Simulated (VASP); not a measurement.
# Si in VASP: notebook, part 2 of 2

VASP 6.6.1. Earlier steps stand in the parts before.

### Step 4. Single point, PBE+D3(BJ) (layers slid over each other)

Contents of INCAR:

```
PREC = Accurate
ENCUT = 520
EDIFF = 1E-6
ISMEAR = 0
SIGMA = 0.1
LREAL = F
LASPH = T
NELM = 100
ALGO = Normal
ISIF = 2
LWAVE = F
LCHARG = T
LDIPOL = T
IDIPOL = 3
DIPOL = 0.5 0.5 0.373
GGA = PE
IVDW = 12
LELF = T
LVHAR = T
LVACPOTAV = T
NBANDS = 16
```

Contents of KPOINTS:

```
Automatic mesh
0
Gamma
  9 9 1
```

Contents of POSCAR:

```
Si
1.0
    3.8475254748      0.0000000000      0.0000000000
   -1.9237627374      3.3320548028      0.0000000000
    0.0000000000      0.0000000000     18.4415958287
Si
4
Direct
    0.3333333333      0.6666666667      0.2695427207
    0.6666666667      0.3333333333      0.2440135898
    0.6666666667      1.3333333333      0.5011277719
    1.0000000000      1.0000000000      0.4755986410
```

Potentials or basis: VASP PAW PBE potentials, release 64 (Si).

Launch:

```
$ cat potpaw_PBE.64/Si/POTCAR > POTCAR
$ mpirun -np 1 vasp_std > vasp.out
```

OUTCAR:

```text
PREC = Accurate
   ENCUT = 520
   EDIFF = 1E-6
   ISMEAR = 0
   LREAL = F
   LASPH = T
   NELM = 100
   ISIF = 2
   GGA = PE
   IVDW = 12
 IVDW          = 12

 ion  position               nearest neighbor table
   1  0.333  0.667  0.270-   2 2.27   2 2.27   2 2.27
   2  0.667  0.333  0.244-   1 2.27   1 2.27   1 2.27
   3  0.667  0.333  0.501-   4 2.27   4 2.27   4 2.27
   4  0.000  0.000  0.476-   3 2.27   3 2.27   3 2.27

  LATTYP: Found a hexagonal cell.
 ALAT       =     3.8475254748
 C/A-ratio  =     4.7931055816

  Lattice vectors:

 A1 = (   3.8475254748,   0.0000000000,   0.0000000000)
 A2 = (  -1.9237627374,   3.3320548028,   0.0000000000)
 A3 = (   0.0000000000,   0.0000000000,  18.4415958287)

Analysis of symmetry for initial positions (statically):
=====================================================================
 Subroutine PRICEL returns:
 Original cell was already a primitive cell.

 Routine SETGRP: Setting up the symmetry group for a
 hexagonal supercell.

 Subroutine GETGRP returns: Found 12 space group operations
 (whereof  6 operations were pure point group operations)
 out of a pool of 24 trial point group operations.

[... 166 lines left out ...]

 k-point     1 :       0.0000    0.0000    0.0000
  band No.  band energies     occupation
      1     -12.1690      2.00000
      2     -12.0410      2.00000
      3      -4.6848      2.00000
      4      -3.7091      2.00000
      5      -2.1977      2.00000
      6      -2.1977      2.00000
[... 205 lines left out ...]
      3      -8.8075      2.00000
      4      -8.7717      2.00000
      5      -5.4701      2.00000
      6      -5.4701      2.00000
[... 8 lines left out ...]
     15       4.9431      0.00000
     16       5.3444      0.00000

------------------------ aborting loop because EDIFF is reached ----------------------------------------

 Edisp (eV)   -0.99489

 E8    (eV) :    -0.4234

  FORCE on cell =-STRESS in cart. coord.  units (eV):
  Direction    XX          YY          ZZ          XY          YZ          ZX
  --------------------------------------------------------------------------------------
  -------------------------------------------------------------------------------------
  Total      -0.20832    -0.20832    -0.78675     0.00000    -0.00000     0.00000
  in kB      -1.41175    -1.41175    -5.33158     0.00000    -0.00000     0.00000
  external pressure =       -2.72 kB  Pullay stress =        0.00 kB

 VOLUME and BASIS-vectors are now :
 -----------------------------------------------------------------------------
  energy-cutoff  :      520.00
  volume of cell :      236.42
      direct lattice vectors                 reciprocal lattice vectors
     3.847525475  0.000000000  0.000000000     0.259907311  0.150057556  0.000000000
    -1.923762737  3.332054803  0.000000000     0.000000000  0.300115112  0.000000000
     0.000000000  0.000000000 18.441595829     0.000000000  0.000000000  0.054225242

 POSITION                                       TOTAL-FORCE (eV/Angst)
 -----------------------------------------------------------------------------------
     -0.00000      2.22137      4.97080        -0.000000     -0.000000      0.136856
      1.92376      1.11068      4.50000        -0.000000     -0.000000      0.051492
      1.92376      1.11068      9.24160         0.000000      0.000000     -0.051492
      0.00000      0.00000      8.77080         0.000000     -0.000000     -0.136856
 -----------------------------------------------------------------------------------
    total drift:                                0.000000      0.000000     -0.000021

  FREE ENERGIE OF THE ION-ELECTRON SYSTEM (eV)
  ---------------------------------------------------
  free  energy   TOTEN  =       -20.1539067356 eV

  energy  without entropy=      -20.1511116302  energy(sigma->0) =      -20.15250918

 vacuum level on the upper side and lower side of the slab         3.606         3.606
```

stdout:

```text
POSCAR found type information on POSCAR Si
 POSCAR found :  1 types and       4 ions
 scaLAPACK will be used
 LDA part: xc-table for (Slater+PW92), standard interpolation
 POSCAR, INCAR and KPOINTS ok, starting setup
 FFT: planning ... GRIDC
 FFT: planning ... GRID_SOFT
 FFT: planning ... GRID
 WAVECAR not read
 entering main loop
 -----------------------------------------------------------------------------
|                                                                             |
|           W    W    AA    RRRRR   N    N  II  N    N   GGGG   !!!           |
|           W    W   A  A   R    R  NN   N  II  NN   N  G    G  !!!           |
|           W    W  A    A  R    R  N N  N  II  N N  N  G       !!!           |
|           W WW W  AAAAAA  RRRRR   N  N N  II  N  N N  G  GGG   !            |
|           WW  WW  A    A  R   R   N   NN  II  N   NN  G    G                |
|           W    W  A    A  R    R  N    N  II  N    N   GGGG   !!!           |
|                                                                             |
|     Did not find any points to average over, which means that no vacuum     |
|     field-free region was found. Please increase the size of  your cell     |
|     in the dimension of the dipole correction to obtain accurate            |
|     workfunction values.                                                    |
|                                                                             |
 -----------------------------------------------------------------------------
```

Wall time 1.8 min (1 thread of Intel Xeon 6975P-C, shared host); peak memory 0.35 GiB.

Results:

```yaml
Free_energy: -20.1539 eV
Largest_force: 0.137 eV/Å
Band_gap_on_the_k_mesh: zero (filled and empty bands touch)
Dispersion_energy_per_atom: -0.249 eV
```

Forces in eV/Å, atoms in the order of the input:
```
Si   0.000  0.000  0.137
Si   0.000  0.000  0.051
Si   0.000  0.000 -0.051
Si   0.000  0.000 -0.137
```

Levels at points of the mesh, in eV from the Fermi level:
```
           k point  band 5  band 6  band 7  band 8  band 9  band 10  band 11  band 12
(0.00, 0.00, 0.00)   -1.15   -1.15   -1.13   -1.13    2.07     2.15     2.30     3.04
```

Caveat: the cell differs from its parent crystal (layers slid over each other).

### Step 5. The runs side by side

```tsv
cell	gap on the mesh (eV)	largest force (eV/Å)
as given, atomic positions A	none	0.31
as given, atomic positions B	0.46	0.07
as given, atomic positions C	none	0.14
```

Alike in all rows: task single point; level PBE+D3(BJ); potentials or basis VASP PAW PBE potentials, release 64 (Si); no spin polarisation; k mesh 9 × 9 × 1; cutoff (eV) 520; smearing gaussian 0.1 eV.

Absolute energies hang on the potentials; compare differences alone.
